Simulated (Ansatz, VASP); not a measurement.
**NaH: VASP beside Ansatz**

```
Na H
1.0
     2.95512    0.00000    0.00000
     0.00000    2.95512    0.00000
     0.00000    0.00000    2.95512
Na H
1 1
Direct
  0.85643 0.85643 0.79696
  0.50000 0.50000 0.50000
```

Alike in both runs: task single point; functional PBEsol; k mesh 10 × 10 × 10; occupations gaussian, width 0.05 eV; no spin polarisation.

```csv
,VASP,Ansatz
version,VASP 6.6.1,Ansatz 0.2.0
potentials or method,"VASP PAW PBE potentials, release 64 (Na_pv, H), cutoff 500 eV","scalar-relativistic, plane waves, PAW"
valence electrons in the cell,8,10
```

|  | VASP | Ansatz | Ansatz less VASP |
| --- | --- | --- | --- |
| gap on the k mesh at the Fermi level (eV) | 1.15 | 1.16 | +0.008 |
| least direct gap on the mesh (eV) | 4.15 | 4.15 | +0.003 |
| pressure (GPa) | 7.7 | 7.6 | -0.02 |
| traceless stress, the component that is largest in VASP (GPa) | 7.14 | 7.06 | -0.077 |
| rms of the force components (eV/Å) | 1.111 | 1.097 | -0.0145 |

VASP's potentials were made for PBE, not for PBEsol. Atom by atom the forces differ by 0.014 eV/Å (rms over components). VASP's potentials hold 8 valence electrons a cell and Ansatz's 10, so a difference there can come from the potentials and not from the codes.
